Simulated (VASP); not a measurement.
# Ca (Fm-3m) in VASP: further runs, part 2 of 2

VASP 6.6.1. Earlier steps stand in the parts before.

### Step 3. Relaxation of volume and atoms at fixed shape, r2SCAN

This run uses another cell than the first one, of 43.63 Å³/atom, 1.012 times its volume.

Contents of POSCAR:

```
Ca
1.0
    0.0000000000      2.7942000000      2.7942000000
    2.7942000000      0.0000000000      2.7942000000
    2.7942000000      2.7942000000      0.0000000000
Ca
1
Direct
    0.0000000000      0.0000000000      0.0000000000
```

Contents of INCAR.step1:

```
PREC = Accurate ; ENCUT = 600
ISMEAR = 0 ; SIGMA = 0.05
LREAL = F ; LASPH = T
NELM = 80 ; GGA = PE
ALGO = Normal ; EDIFF = 1E-4
LWAVE = T ; LCHARG = F
```

Contents of INCAR.step2:

```
PREC = Accurate ; ENCUT = 600
EDIFF = 1E-6 ; ISMEAR = 0
SIGMA = 0.05 ; LREAL = F
LASPH = T ; NELM = 80
ALGO = Normal ; ISIF = 8
LWAVE = F ; LCHARG = F
METAGGA = R2SCAN ; LMIXTAU = T
IBRION = 2 ; NSW = 80
EDIFFG = -0.02 ; ISTART = 1
```

Contents of KPOINTS:

```
Automatic mesh
0
Gamma
  8 8 8
```

Potentials or basis: VASP PAW PBE potentials, release 64 (Ca_sv).

Command:

```
> cat potpaw_PBE.64/Ca_sv/POTCAR > POTCAR
> cp INCAR.step1 INCAR
> mpirun -np 1 vasp_std > vasp.out
> cp INCAR.step2 INCAR
> mpirun -np 1 vasp_std > vasp.out
```

OUTCAR:

```text
PREC = Accurate
   ENCUT = 600
   EDIFF = 1E-6
   ISMEAR = 0
   LREAL = F
   LASPH = T
   NELM = 80
   ISIF = 8
   METAGGA = R2SCAN
   IBRION = 2
   NSW = 80
   EDIFFG = -0.02
   ISTART = 1

 ion  position               nearest neighbor table
   1  0.000  0.000  0.000-

  LATTYP: Found a face centered cubic cell.
 ALAT       =     5.5884000000

  Lattice vectors:

 A1 = (   0.0000000000,   2.7942000000,   2.7942000000)
 A2 = (   2.7942000000,   0.0000000000,   2.7942000000)
 A3 = (   2.7942000000,   2.7942000000,   0.0000000000)

Analysis of symmetry for initial positions (statically):
=====================================================================
 Subroutine PRICEL returns:
 Original cell was already a primitive cell.

 Routine SETGRP: Setting up the symmetry group for a
 face centered cubic supercell.

 Subroutine GETGRP returns: Found 48 space group operations
 (whereof 48 operations were pure point group operations)
 out of a pool of 48 trial point group operations.

The static configuration has the point symmetry O_h .

Analysis of symmetry for dynamics (positions and initial velocities):
=====================================================================
 Subroutine PRICEL returns:
 Original cell was already a primitive cell.

 Routine SETGRP: Setting up the symmetry group for a
 face centered cubic supercell.

 Subroutine GETGRP returns: Found 48 space group operations
 (whereof 48 operations were pure point group operations)
 out of a pool of 48 trial point group operations.

The dynamic configuration has the point symmetry O_h .

 Subroutine INISYM returns: Found 48 space group operations
 (whereof 48 operations are pure point group operations),
 and found     1 'primitive' translations

----------------------------------------------------------------------------------------

                                     Primitive cell

  volume of cell :      43.6317

  direct lattice vectors                    reciprocal lattice vectors
     0.000000000  2.794200000  2.794200000    -0.178942094  0.178942094  0.178942094
     2.794200000  0.000000000  2.794200000     0.178942094 -0.178942094  0.178942094
     2.794200000  2.794200000  0.000000000     0.178942094  0.178942094 -0.178942094

  length of vectors
     3.951595536  3.951595536  3.951595536     0.309936799  0.309936799  0.309936799

  position of ions in fractional coordinates (direct lattice)
     0.000000000  0.000000000  0.000000000

  ion indices of the primitive-cell ions
   primitive index   ion index
                 1           1

----------------------------------------------------------------------------------------

 KPOINTS: Automatic mesh

Automatic generation of k-mesh.
 Grid dimensions read from file:
 generate k-points for:    8    8    8

 Generating k-lattice:

  Cartesian coordinates                     Fractional coordinates (reciprocal lattice)
[... 89 lines left out ...]
   LEPSILON=     F    determine dielectric tensor
   LRPA    =     F    only Hartree local field effects (RPA)
 conjugate gradient relaxation of ions
 non-spin polarized calculation
 Gauss-broadening in eV      SIGMA  =   0.05
  energy-cutoff  :      600.00
  volume of cell :       43.63
 maximum number of plane-waves:      1475
   NGX = 15   NGY = 15   NGZ = 15

--------------------------------------- Ionic step        1  -------------------------------------------

 number of electron      10.0000001 magnetization

 Free energy of the ion-electron system (eV)
  ---------------------------------------------------
  ext. energy  EPLUGINS =         0.00000000
  ---------------------------------------------------
  free energy    TOTEN  =        -7.03030000 eV

  energy without entropy =       -7.02780336  energy(sigma->0) =       -7.02905168

------------------------ aborting loop because EDIFF is reached ----------------------------------------

  FORCE on cell =-STRESS in cart. coord.  units (eV):
  Direction    XX          YY          ZZ          XY          YZ          ZX
  --------------------------------------------------------------------------------------
  -------------------------------------------------------------------------------------
  Total       -0.0344550     -0.0344550     -0.0344550     -0.0000000      0.0000000      0.0000000
  in kB       -1.2652017     -1.2652017     -1.2652017     -0.0000000      0.0000000      0.0000000
  external PRESSURE =      -1.2652017 kB  Pullay stress =       0.0000000 kB

 VOLUME and BASIS-vectors are now :
 -----------------------------------------------------------------------------
  energy-cutoff  :      600.00
  volume of cell :       43.63
      direct lattice vectors                 reciprocal lattice vectors
     0.000000000  2.794200000  2.794200000    -0.178942094  0.178942094  0.178942094
     2.794200000  0.000000000  2.794200000     0.178942094 -0.178942094  0.178942094
     2.794200000  2.794200000  0.000000000     0.178942094  0.178942094 -0.178942094

 POSITION                                       TOTAL-FORCE (eV/Angst)
 -----------------------------------------------------------------------------------
      0.00000      0.00000      0.00000        -0.000000     -0.000000      0.000000
 -----------------------------------------------------------------------------------
    total drift:                                0.000000      0.000000     -0.000000

  FREE ENERGIE OF THE ION-ELECTRON SYSTEM (eV)
  ---------------------------------------------------
  free  energy   TOTEN  =        -7.0303000039 eV

  energy  without entropy=       -7.0278033635  energy(sigma->0) =       -7.02905168

--------------------------------------- Ionic step        2  -------------------------------------------

 number of electron      10.0000001 magnetization

 Free energy of the ion-electron system (eV)
  ---------------------------------------------------
  ext. energy  EPLUGINS =         0.00000000
  ---------------------------------------------------
  free energy    TOTEN  =        -7.03042349 eV

  energy without entropy =       -7.02795311  energy(sigma->0) =       -7.02918830

 E-fermi :   1.8081     XC(G=0):  -8.1278

 val. band max:        1.7812631306   @ k =  -0.3750   0.5000   0.1250
 cond. band min:       1.8755484408   @ k =   0.5000   0.1250   0.0000
 fundamental gap:      0.0942853102
 Fermi energy:         1.8080526117

 k-point     1 :       0.0000    0.0000    0.0000
  band No.  band energies     occupation
      1     -41.9527      2.00000
      2     -21.9845      2.00000
      3     -21.9845      2.00000
      4     -21.9845      2.00000
      5      -2.3534      2.00000
      6       4.5568      0.00000
      7       4.5568      0.00000
      8       4.5568      0.00000
      9       5.6532      0.00000
[... 265 lines left out ...]
 k-point    24 :      -0.3750    0.2500    0.1250
  band No.  band energies     occupation
      1     -41.9379      2.00000
      2     -22.0986      2.00000
      3     -22.0370      2.00000
      4     -22.0136      2.00000
      5       1.6254      2.00000
      6       1.7378      1.95318
      7       3.6075      0.00000
      8       4.8316      0.00000
      9       6.1908      0.00000

 [... further k-points ...]
[... 5 lines left out ...]
  --------------------------------------------------------------------------------------
  -------------------------------------------------------------------------------------
  Total       -0.0117924     -0.0117924     -0.0117924      0.0000000      0.0000000      0.0000000
  in kB       -0.4351897     -0.4351897     -0.4351897      0.0000000      0.0000000      0.0000000
  external PRESSURE =      -0.4351897 kB  Pullay stress =       0.0000000 kB

 VOLUME and BASIS-vectors are now :
 -----------------------------------------------------------------------------
  energy-cutoff  :      600.00
  volume of cell :       43.41
      direct lattice vectors                 reciprocal lattice vectors
     0.000000000  2.789555485  2.789555485    -0.179240027  0.179240027  0.179240027
     2.789555485  0.000000000  2.789555485     0.179240027 -0.179240027  0.179240027
     2.789555485  2.789555485  0.000000000     0.179240027  0.179240027 -0.179240027

 POSITION                                       TOTAL-FORCE (eV/Angst)
 -----------------------------------------------------------------------------------
      2.78956      2.78956      0.00000         0.000000     -0.000000      0.000000
 -----------------------------------------------------------------------------------
    total drift:                                0.000000      0.000000     -0.000000

  FREE ENERGIE OF THE ION-ELECTRON SYSTEM (eV)
  ---------------------------------------------------
  free  energy   TOTEN  =        -7.0304234916 eV

  energy  without entropy=       -7.0279531101  energy(sigma->0) =       -7.02918830

 reached required accuracy - stopping structural energy minimisation
```

OUTCAR.step1:

```text
PREC = Accurate
   ENCUT = 600
   ISMEAR = 0
   LREAL = F
   LASPH = T
[... 503 lines left out ...]

 POSITION                                       TOTAL-FORCE (eV/Angst)
 -----------------------------------------------------------------------------------
      0.00000      0.00000      0.00000        -0.000000      0.000000     -0.000000
 -----------------------------------------------------------------------------------
    total drift:                                0.000000      0.000000      0.000000

  FREE ENERGIE OF THE ION-ELECTRON SYSTEM (eV)
  ---------------------------------------------------
  free  energy   TOTEN  =        -1.9271731263 eV

  energy  without entropy=       -1.9250373382  energy(sigma->0) =       -1.92610523
```

It took 72 s on 1 thread of AMD EPYC 9R45 (Zen 5), shared host; peak memory 0.16 GiB.

Results:

* Free energy: -7.0304 eV
* Relaxed volume: 43.41 Å³/atom
* Relaxed cell: a = 3.945 Å, b = 3.945 Å, c = 3.945 Å, α = 60.00°, β = 60.00°, γ = 60.00°
* Space group after relaxing (to 0.05 Å): Fm-3m (No. 225)
* Energy gained by relaxing: 0.1 meV/atom
* Ionic steps: 2
* Pressure after relaxing: 0.0 GPa
* Band gap on the k mesh: zero (band 5 reaches 2.16 eV, above the bottom of band 6 at 1.58 eV)

Step by step:
```
step  energy change (eV)  largest force (eV/Å)  pressure (GPa)  volume (Å³)
   1              0.0000                0.0000           -0.13        43.63
   2             -0.0001                0.0000           -0.04        43.41
```

Final structure:
```cif
data_structure
_symmetry_space_group_name_H-M 'P 1'
_symmetry_Int_Tables_number 1
_cell_length_a 3.9450
_cell_length_b 3.9450
_cell_length_c 3.9450
_cell_angle_alpha 60.000
_cell_angle_beta 60.000
_cell_angle_gamma 60.000
_cell_volume 43.41
loop_
_atom_site_label
_atom_site_type_symbol
_atom_site_fract_x
_atom_site_fract_y
_atom_site_fract_z
_atom_site_occupancy
Ca1 Ca 0.00000 0.00000 0.00000 1
```

Caveat: the PAW data sets were made with another functional, which shifts forces and pressure a little.
